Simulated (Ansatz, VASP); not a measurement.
**Al2Pt: VASP beside Ansatz**

Contents of INCAR:

```
PREC = Accurate
ENCUT = 520
EDIFF = 1E-7
ISMEAR = -1
SIGMA = 0.08
LREAL = False
LASPH = True
NELM = 100
ALGO = Normal
ISIF = 2
LWAVE = False
LCHARG = False
GGA = CA
NBANDS = 15
```

Contents of KPOINTS:

```
Automatic mesh
0
Gamma
  12 12 12
```

File POSCAR:

```
Al2Pt
1.0
   -0.0295500000      2.9402250000      2.9402250000
    2.9402250000     -0.0295500000      2.9402250000
    2.9402250000      2.9402250000     -0.0295500000
Al Pt
2 1
Direct
    0.2500000000      0.2500000000      0.2500000000
    0.7500000000      0.7500000000      0.7500000000
    0.0000000000      0.0000000000      0.0000000000
```

Input for Ansatz:

```yaml
crystal:
  lattice:
    - [-0.02955, 2.940225, 2.940225]
    - [2.940225, -0.02955, 2.940225]
    - [2.940225, 2.940225, -0.02955]
  atoms:
    - { symbol: Al, position: [0.25, 0.25, 0.25] }
    - { symbol: Al, position: [0.75, 0.75, 0.75] }
    - { symbol: Pt, position: [0.0, 0.0, 0.0] }
kpoints:
  mp_grid: { grid: [12, 12, 12] }
  band_path:
    path:
      - [0.0, 0.0, 0.0]
      - [0.5, 0.5, 0.5]
      - [0.2525443832, 0.5, 0.7474556168]
      - [-0.2525443832, 0.2525443832, 0.5]
      - [0.0, 0.0, 0.5]
      - [0.0, 0.0, 0.0]
      - [-0.3762721916, 0.0, 0.3762721916]
      - [0.0, 0.3762721916, 0.6237278084]
      - [0.0, 0.5, 0.5]
    npoints: 5
scf:
  occupations: { method: fermi_dirac, width: 0.08 }
hamiltonian:
  xc: lda
  pseudopotentials: { kind: all_electron, lapw: { basis_error: 0.001 } }
output:
  forces: true
  stress: true
  eigenvalues: true
```

Change from the starting cell: equal xy, yz and zx shear strains of -1 %.

Alike in both runs: task single point; functional LDA; k mesh 12 × 12 × 12; occupations fermi-dirac, width 0.08 eV; no spin polarisation.

```csv
,VASP,Ansatz
version,VASP 6.6.1,Ansatz 0.2.0
potentials or method,"VASP PAW LDA potentials, release 64 (Al, Pt), cutoff 520 eV","all-electron LAPW, scalar-relativistic"
```

Ansatz gave:

```
pressure (GPa)                                                : -3.9
traceless stress, the component that is largest in VASP (GPa) : 0.88
rms of the force components (eV/Å)                            : 0.060
```

**Question.** Estimate VASP's values.

**Answer.** Pressure (GPa): -3.5; traceless stress, the component that is largest in VASP (GPa): 0.89; rms of the force components (eV/Å): 0.061.

LDA's correlation is that of Perdew and Zunger in VASP and of Perdew and Wang (1992) in Ansatz. Atom by atom the forces differ by 0.001 eV/Å (rms over components). Ansatz ran all-electron here, and VASP with PAW potentials.

Spin-orbit coupling is off throughout.
